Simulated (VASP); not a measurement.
# Ga2O3 (P-3m1) in VASP: a series of runs

Ga2O3 is run at these levels: LDA, PBE; tasks: single point.

All numbers are computed with VASP 6.6.1; they aren't measurements. Logs are shortened: lines on timing, memory, paths and dates and some standing lists are left out, and cuts for length are marked.

### 1 The cell of the first run

The structure is trigonal, space group P-3m1 (No. 164). The conventional cell has a = 2.971 Å, b = 2.971 Å, c = 6.595 Å, α = 90.00°, β = 90.00°, γ = 120.00°. Ga (site symmetry 3m) has 6 O at 1.86 to 2.20 Å within 2.5 Å. Within 3.0 Å of O (site symmetry -3m) lie 6 Ga at 2.20 Å and 12 O at 2.70 to 2.97 Å. O (site symmetry 3m) has 3 Ga at 1.86 Å within 2.5 Å.

### 2 Single point, LDA

INCAR

```
SYSTEM = Ga2O3
PREC     = Accurate       ! precision mode
ENCUT    = 520            ! plane-wave cutoff, eV
EDIFF    = 1E-6           ! SCF threshold, eV
ISMEAR   = -1             ! smearing method
SIGMA    = 0.02           ! smearing width, eV
LREAL    = .False.        ! projectors in reciprocal space
LASPH    = .True.         ! aspherical terms in the spheres
NELM     = 100            ! most SCF steps
ALGO     = Normal         ! electronic algorithm
ISIF     = 2              ! what is computed and relaxed
LWAVE    = .False.        ! write WAVECAR
LCHARG   = .False.        ! write CHGCAR
NBANDS   = 30             ! bands
```

KPOINTS

```
Automatic mesh
0
Gamma
  12 12 4
  0 0 0
```

POSCAR

```
Ga2O3
1.0
    2.9713197798      0.0000000000      0.0000000000
   -1.4856598899      2.5732384121      0.0000000000
    0.0000000000      0.0000000000      6.5953770545
Ga O
2 3
Direct
    0.3333333333      0.6666666667      0.2092661384
    0.6666666667      0.3333333333      0.7907338616
    0.0000000000      0.0000000000      0.0000000000
    0.3333333333      0.6666666667      0.6829586954
    0.6666666667      0.3333333333      0.3170413046
```

Potentials or basis: VASP PAW LDA potentials, release 64 (Ga_d, O).

The run is started by

```bash
> cat potpaw_LDA.64/Ga_d/POTCAR potpaw_LDA.64/O/POTCAR > POTCAR
> mpirun -np 1 vasp_std > vasp.out
```

OUTCAR:

```text
SYSTEM = Ga2O3
   PREC = Accurate
   ENCUT = 520
   EDIFF = 1E-6
   ISMEAR = -1
   LREAL = .False.
   LASPH = .True.
   NELM = 100
   ISIF = 2

 ion  position               nearest neighbor table
   1  0.333  0.667  0.209-   5 1.86   5 1.86   5 1.86   3 2.20   3 2.20   3 2.20
   2  0.667  0.333  0.791-   4 1.86   4 1.86   4 1.86   3 2.20   3 2.20   3 2.20
   3  0.000  0.000  0.000-   1 2.20   2 2.20   2 2.20   1 2.20   2 2.20   1 2.20
   4  0.333  0.667  0.683-   2 1.86   2 1.86   2 1.86
   5  0.667  0.333  0.317-   1 1.86   1 1.86   1 1.86

  LATTYP: Found a hexagonal cell.
 ALAT       =     2.9713197798
 C/A-ratio  =     2.2196793153

  Lattice vectors:

 A1 = (   2.9713197798,   0.0000000000,   0.0000000000)
 A2 = (  -1.4856598899,   2.5732384121,   0.0000000000)
 A3 = (   0.0000000000,   0.0000000000,   6.5953770545)

Analysis of symmetry for initial positions (statically):
=====================================================================
 Subroutine PRICEL returns:
 Original cell was already a primitive cell.

 Routine SETGRP: Setting up the symmetry group for a
 hexagonal supercell.

 Subroutine GETGRP returns: Found 12 space group operations
 (whereof 12 operations were pure point group operations)
 out of a pool of 24 trial point group operations.

The static configuration has the point symmetry D_3d.

Analysis of symmetry for dynamics (positions and initial velocities):
=====================================================================
 Subroutine PRICEL returns:
 Original cell was already a primitive cell.

 Routine SETGRP: Setting up the symmetry group for a
 hexagonal supercell.

 Subroutine GETGRP returns: Found 12 space group operations
 (whereof 12 operations were pure point group operations)
 out of a pool of 24 trial point group operations.

The dynamic configuration has the point symmetry D_3d.

 Subroutine INISYM returns: Found 12 space group operations
 (whereof 12 operations are pure point group operations),
 and found     1 'primitive' translations

----------------------------------------------------------------------------------------

                                     Primitive cell

  volume of cell :      50.4277

  direct lattice vectors                    reciprocal lattice vectors
     2.971319780  0.000000000  0.000000000     0.336550784  0.194307685  0.000000000
    -1.485659890  2.573238412  0.000000000     0.000000000  0.388615371  0.000000000
     0.000000000  0.000000000  6.595377055     0.000000000  0.000000000  0.151621354

  length of vectors
     2.971319780  2.971319780  6.595377055     0.388615371  0.388615371  0.151621354

  position of ions in fractional coordinates (direct lattice)
     0.333333333  0.666666667  0.209266138
     0.666666667  0.333333333  0.790733862
     0.000000000  0.000000000  0.000000000
     0.333333333  0.666666667  0.682958695
     0.666666667  0.333333333  0.317041305

  ion indices of the primitive-cell ions
   primitive index   ion index
                 1           1
                 2           2
                 3           3
                 4           4
                 5           5

----------------------------------------------------------------------------------------

 KPOINTS: Automatic mesh

Automatic generation of k-mesh.
 Grid dimensions read from file:
 generate k-points for:   12   12    4

 Generating k-lattice:

  Cartesian coordinates                     Fractional coordinates (reciprocal lattice)
     0.028045899  0.016192307  0.000000000     0.083333333  0.000000000  0.000000000
     0.000000000  0.032384614  0.000000000     0.000000000  0.083333333  0.000000000
     0.000000000  0.000000000  0.037905339     0.000000000  0.000000000  0.250000000

  Length of vectors
     0.032384614  0.032384614  0.037905339

  Shift w.r.t. Gamma in fractional coordinates (k-lattice)
     0.000000000  0.000000000  0.000000000

 Subroutine IBZKPT returns following result:
 ===========================================

 Found     69 irreducible k-points:

 Following reciprocal coordinates:
            Coordinates               Weight
  0.000000  0.000000  0.000000      1.000000
  0.083333  0.000000  0.000000      6.000000
  0.166667  0.000000  0.000000      6.000000
  0.250000  0.000000  0.000000      6.000000
  0.333333  0.000000  0.000000      6.000000
  0.416667  0.000000  0.000000      6.000000
[... 16 lines left out ...]
  0.166667  0.000000  0.250000      6.000000
  0.000000  0.166667  0.250000      6.000000
 [... further k-points ...]
   k-points           NKPTS =     69   k-points in BZ     NKDIM =     69   number of bands    NBANDS=     30
   number of dos      NEDOS =    301   number of ions     NIONS =      5
   total plane-waves  NPLWV =  28800
   dimension x,y,z NGX =    24 NGY =   24 NGZ =   50
   dimension x,y,z NGXF=    48 NGYF=   48 NGZF=  100
   ions per type =               2   3
   NGX,Y,Z   is equivalent  to a cutoff of  13.43, 13.43, 12.60 a.u.
   NGXF,Y,Z  is equivalent  to a cutoff of  26.86, 26.86, 25.21 a.u.
 SYSTEM =  Ga2O3
   PREC   = accura    normal or accurate (medium, high low for compatibility)
   ISTART =      0    job   : 0-new  1-cont  2-samecut
   ICHARG =      2    charge: 1-file 2-atom 10-const
   ISPIN  =      1    spin polarized calculation?
   LNONCOLLINEAR =      F non collinear calculations
   LSORBIT =      F    spin-orbit coupling
   LASPH  =      T    aspherical Exc in radial PAW
   ENCUT  =  520.0 eV  38.22 Ry    6.18 a.u.   5.52  5.52 12.26*2*pi/ulx,y,z
   NELM   =    100;   NELMIN=  2; NELMDL= -5     # of ELM steps
   EDIFF  = 0.1E-05   stopping-criterion for ELM
   LREAL  =      F    real-space projection
   EDIFFG = 0.1E-04   stopping-criterion for IOM
   NSW    =      0    number of steps for IOM
   IBRION =     -1    ionic relax: 0-MD 1-quasi-New 2-CG
   NFREE  =      0    steps in history (QN), initial steepest desc. (CG)
   ISIF   =      2    stress and relaxation
   ISYM   =      2    0-nonsym 1-usesym 2-fastsym
   POTIM  = 0.5000    time-step for ionic-motion
   TEBEG  =    0.0;   TEEND  =   0.0 temperature during run
   PSTRESS=    0.0 pullay stress
   NELECT =      44.0000    total number of electrons
   NUPDOWN=      -1.0000    fix difference up-down
   EMIN   =  10.00;   EMAX   =-10.00  energy-range for DOS
   EFERMI =   0.00;   METHOD = LEGACY
   ISMEAR =    -1;   SIGMA  =   0.02  broadening in eV -4-tet -1-fermi 0-gaus
   EFERMI_NEDOS =   21; number of points for ismear=-14 and -15
   IALGO  =     38    algorithm
   IMIX   =      4    mixing-type and parameters
     AMIX     =   0.40;   BMIX     =  1.00
     AMIX_MAG =   1.60;   BMIX_MAG =  1.00
  volume/ion in A,a.u.               =      10.09        68.06
  Fermi-wavevector in a.u.,A,eV,Ry     =   1.564358  2.956207 33.296378  2.447215
  Thomas-Fermi vector in A             =   2.666993
   LORBIT       =      0    0 simple, 1 ext, 2 COOP (PROOUT), +10 PAW based schemes
   GGA     = CA    functional components
   LHFCALC =     F    Hartree Fock is set to
   AEXX    =    0.0000 exact exchange contribution
   IVDW    =     0    specifies the selected vdW correction
   LEPSILON=     F    determine dielectric tensor
   LRPA    =     F    only Hartree local field effects (RPA)
 non-spin polarized calculation
  energy-cutoff  :      520.00
  volume of cell :       50.43
 maximum number of plane-waves:      1405
 NGX is ok and might be reduce to    24
   NGX = 11   NGY = 11   NGZ = 25

 number of electron      44.0000001 magnetization

 Free energy of the ion-electron system (eV)
  ---------------------------------------------------
  ext. energy  EPLUGINS =         0.00000000
  ---------------------------------------------------
  free energy    TOTEN  =       -33.26951999 eV

  energy without entropy =      -33.26951999  energy(sigma->0) =      -33.26951999

 E-fermi :   4.5097     XC(G=0): -12.4145

 val. band max:        4.0910503348   @ k =   0.0000   0.0000   0.0000
 cond. band min:       6.5028984248   @ k =   0.0000   0.0000   0.0000
 fundamental gap:      2.4118480900
 Fermi energy:         4.5097407527

 k-point     1 :       0.0000    0.0000    0.0000
  band No.  band energies     occupation
      1     -15.1556      2.00000
      2     -14.1515      2.00000
      3     -12.8260      2.00000
      4      -9.1994      2.00000
      5      -9.1994      2.00000
      6      -9.1469      2.00000
[... 22 lines left out ...]
     29      17.3663      0.00000
     30      17.9820      0.00000

 k-point     2 :       0.0833    0.0000    0.0000
  band No.  band energies     occupation
      1     -15.0694      2.00000
      2     -14.1016      2.00000
      3     -12.8378      2.00000
      4      -9.1788      2.00000
      5      -9.1673      2.00000
      6      -9.1531      2.00000
[... 22 lines left out ...]
     29      17.2992      0.00000
     30      17.3259      0.00000

 k-point     3 :       0.1667    0.0000    0.0000
  band No.  band energies     occupation
      1     -14.8233      2.00000
      2     -13.9673      2.00000
      3     -12.8683      2.00000
      4      -9.1513      2.00000
      5      -9.1257      2.00000
      6      -9.0943      2.00000
[... 22 lines left out ...]
     29      16.9512      0.00000
     30      17.2128      0.00000

 k-point     4 :       0.2500    0.0000    0.0000
  band No.  band energies     occupation
      1     -14.4579      2.00000
      2     -13.7906      2.00000
      3     -12.9057      2.00000
      4      -9.1137      2.00000
      5      -9.0671      2.00000
      6      -9.0240      2.00000
[... 22 lines left out ...]
     29      16.9638      0.00000
     30      17.4603      0.00000

 k-point     5 :       0.3333    0.0000    0.0000
  band No.  band energies     occupation
      1     -14.0501      2.00000
      2     -13.6272      2.00000
      3     -12.9336      2.00000
      4      -9.0736      2.00000
      5      -9.0386      2.00000
      6      -8.9891      2.00000
[... 22 lines left out ...]
     29      16.4831      0.00000
     30      17.6777      0.00000
[... 526 lines left out ...]
     29      17.4032      0.00000
     30      17.9783      0.00000

 k-point    22 :       0.0000    0.0833    0.2500
  band No.  band energies     occupation
      1     -15.0086      2.00000
      2     -14.2311      2.00000
      3     -12.7600      2.00000
      4      -9.1803      2.00000
      5      -9.1688      2.00000
      6      -9.1518      2.00000
[... 22 lines left out ...]
     29      17.4128      0.00000
     30      18.1143      0.00000

 k-point    23 :       0.1667    0.0000    0.2500
  band No.  band energies     occupation
      1     -14.7634      2.00000
      2     -14.0881      2.00000
      3     -12.8034      2.00000
      4      -9.1508      2.00000
      5      -9.1284      2.00000
      6      -9.0944      2.00000
[... 22 lines left out ...]
     29      16.8390      0.00000
     30      17.6695      0.00000

 k-point    24 :       0.0000    0.1667    0.2500
  band No.  band energies     occupation
      1     -14.7657      2.00000
      2     -14.0829      2.00000
      3     -12.8073      2.00000
      4      -9.1500      2.00000
      5      -9.1266      2.00000
      6      -9.0951      2.00000
[... 22 lines left out ...]
     29      16.9601      0.00000
     30      18.1956      0.00000

 [... further k-points ...]

------------------------ aborting loop because EDIFF is reached ----------------------------------------

  FORCE on cell =-STRESS in cart. coord.  units (eV):
  Direction    XX          YY          ZZ          XY          YZ          ZX
  --------------------------------------------------------------------------------------
  -------------------------------------------------------------------------------------
  Total        0.7426505      0.7426505      0.2511991      0.0000000      0.0000000      0.0000000
  in kB       23.5953285     23.5953285      7.9810416      0.0000000      0.0000000      0.0000000
  external PRESSURE =      18.3905662 kB  Pullay stress =       0.0000000 kB

 VOLUME and BASIS-vectors are now :
 -----------------------------------------------------------------------------
  energy-cutoff  :      520.00
  volume of cell :       50.43
      direct lattice vectors                 reciprocal lattice vectors
     2.971319780  0.000000000  0.000000000     0.336550784  0.194307685  0.000000000
    -1.485659890  2.573238412  0.000000000     0.000000000  0.388615371  0.000000000
     0.000000000  0.000000000  6.595377055     0.000000000  0.000000000  0.151621354

 POSITION                                       TOTAL-FORCE (eV/Angst)
 -----------------------------------------------------------------------------------
     -0.00000      1.71549      1.38019         0.000000      0.000000     -0.016963
      1.48566      0.85775      5.21519        -0.000000      0.000000      0.016963
      0.00000      0.00000      0.00000        -0.000000      0.000000     -0.000000
     -0.00000      1.71549      4.50437        -0.000000      0.000000     -0.092230
      1.48566      0.85775      2.09101         0.000000     -0.000000      0.092230
 -----------------------------------------------------------------------------------
    total drift:                                0.000000     -0.000000     -0.000000

  FREE ENERGIE OF THE ION-ELECTRON SYSTEM (eV)
  ---------------------------------------------------
  free  energy   TOTEN  =       -33.2695199878 eV

  energy  without entropy=      -33.2695199878  energy(sigma->0) =      -33.26951999
```

Run time: 2.2 min. Hardware: 1 thread of Intel Xeon Platinum 8259CL at 2.50GHz (Skylake/Cascade Lake), shared host; peak memory 0.21 GiB.

Results:

* Free energy: -33.2695 eV
* Pressure: 1.8 GPa
* Largest force: 0.092 eV/Å
* Band gap on the k mesh: 2.41 eV

Forces on the atoms (eV/Å):
```
Ga   0.000  0.000 -0.017
Ga   0.000  0.000  0.017
O    0.000  0.000  0.000
O    0.000  0.000 -0.092
O    0.000  0.000  0.092
```

Levels at points of the mesh, in eV from the valence-band top:
| k point | band 18 | band 19 | band 20 | band 21 | band 22 | band 23 | band 24 | band 25 | band 26 | band 27 |
| --- | --- | --- | --- | --- | --- | --- | --- | --- | --- | --- |
| (0.00, 0.00, 0.00) | -1.29 | -1.29 | -1.06 | -1.06 | 0.00 | 2.41 | 5.66 | 6.44 | 11.13 | 12.22 |
| (0.50, 0.00, 0.00) | -2.36 | -2.05 | -1.65 | -0.98 | -0.89 | 4.13 | 7.56 | 7.97 | 9.93 | 11.50 |
| (0.00, 0.00, 0.50) | -1.37 | -1.17 | -1.17 | -1.12 | -1.12 | 3.58 | 5.02 | 6.30 | 11.05 | 12.03 |
| (0.50, 0.00, 0.50) | -2.60 | -2.47 | -2.09 | -0.86 | -0.35 | 4.45 | 7.30 | 7.32 | 10.22 | 11.63 |

### 3 Single point, PBE

This run uses another cell than the first one, of 10.61 Å³/atom.

INCAR

```
PREC = Accurate
ENCUT = 520
EDIFF = 1E-7
ISMEAR = -1
SIGMA = 0.02
LREAL = False
LASPH = True
NELM = 60
ALGO = Normal
ISIF = 2
LWAVE = False
LCHARG = False
GGA = PE
NBANDS = 30
```

KPOINTS

```
regular mesh
0
Gamma
  12 12 4
```

POSCAR

```
Ga2O3
1.0
    2.9909457806      0.0000000000      0.0000000000
   -1.4954728903      2.5902350273      0.0000000000
    0.0000000000      0.0000000000      6.8458074855
Ga O
2 3
Direct
    0.3333333333      0.6666666667      0.2039192948
    0.6666666667      0.3333333333      0.7960807052
    0.0000000000      0.0000000000      0.0000000000
    0.3333333333      0.6666666667      0.6915990720
    0.6666666667      0.3333333333      0.3084009280
```

Potentials or basis: VASP PAW PBE potentials, release 64 (Ga_d, O).

The run is started by

```bash
> cat potpaw_PBE.64/Ga_d/POTCAR potpaw_PBE.64/O/POTCAR > POTCAR
> mpirun -np 1 vasp_std > vasp.out
```

It took 3.1 min on 1 thread of Intel Xeon Platinum 8259CL at 2.50GHz (Skylake/Cascade Lake), shared host; peak memory 0.23 GiB.

The run converged. Its results:

* Free energy: -28.9921 eV
* Pressure: 9.0 GPa
* Largest force: 0.481 eV/Å
* Band gap on the k mesh: 2.49 eV

Forces in eV/Å, atoms in the order of the input:
```
Ga   0.000  0.000 -0.164
Ga   0.000  0.000  0.164
O    0.000  0.000  0.000
O    0.000  0.000 -0.481
O    0.000  0.000  0.481
```

Stress tensor (GPa, compression positive):
```
10.12  0.00  0.00
 0.00 10.12  0.00
 0.00  0.00  6.88
```

Levels at points of the mesh, in eV from the valence-band top:
| k point | band 20 | band 21 | band 22 | band 23 | band 24 | band 25 |
| --- | --- | --- | --- | --- | --- | --- |
| (0.00, 0.00, 0.00) | -0.89 | -0.89 | 0.00 | 2.49 | 5.64 | 6.58 |
| (0.50, 0.00, 0.00) | -1.52 | -0.77 | -0.66 | 4.42 | 7.63 | 8.08 |
| (0.00, 0.00, 0.50) | -1.05 | -0.90 | -0.90 | 3.49 | 5.01 | 6.57 |
| (0.50, 0.00, 0.50) | -1.84 | -0.70 | -0.27 | 4.66 | 7.48 | 7.49 |

Caveat: the cell stands under pressure.
